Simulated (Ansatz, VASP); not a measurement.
InGa5P6: VASP beside Ansatz

```xyz
12
Lattice="3.8305 0.0000 0.0000 0.0000 3.8305 0.0000 0.0000 0.0000 16.2515" Properties=species:S:1:pos:R:3 pbc="T T T"
In    1.9153    1.9153    8.1257
Ga    0.0000    0.0000   10.8343
Ga    0.0000    0.0000    5.4172
Ga    1.9153    1.9153    2.7086
Ga    0.0000    0.0000    0.0000
Ga    1.9153    1.9153   13.5429
P     1.9153    0.0000    6.7714
P     0.0000    1.9153    4.0629
P     1.9153    0.0000    1.3543
P     0.0000    1.9153   14.8972
P     1.9153    0.0000   12.1886
P     0.0000    1.9153    9.4800
```

Alike in both runs: task relaxation of cell and atoms; functional PBE; k mesh 4 × 4 × 1; occupations gaussian, width 0.1 eV; no spin polarisation.

```csv
,VASP,Ansatz
version,VASP 6.6.1,Ansatz 0.2.0
potentials or method,"VASP PAW PBE potentials, release 64 (In_d, Ga_d, P), cutoff 600 eV","scalar-relativistic, plane waves, PAW"
valence electrons in the cell,108,108
```

|  | VASP | Ansatz | Ansatz less VASP |
| --- | --- | --- | --- |
| gap on the k mesh at the Fermi level, each at its own relaxed structure (eV) | 1.25 | 1.26 | +0.015 |
| relaxed volume (Å³/atom) | 21.75 | 21.71 | -0.039 |
| relaxed cell length with the largest relative difference (Å) | 3.957 | 3.953 | -0.0038 |
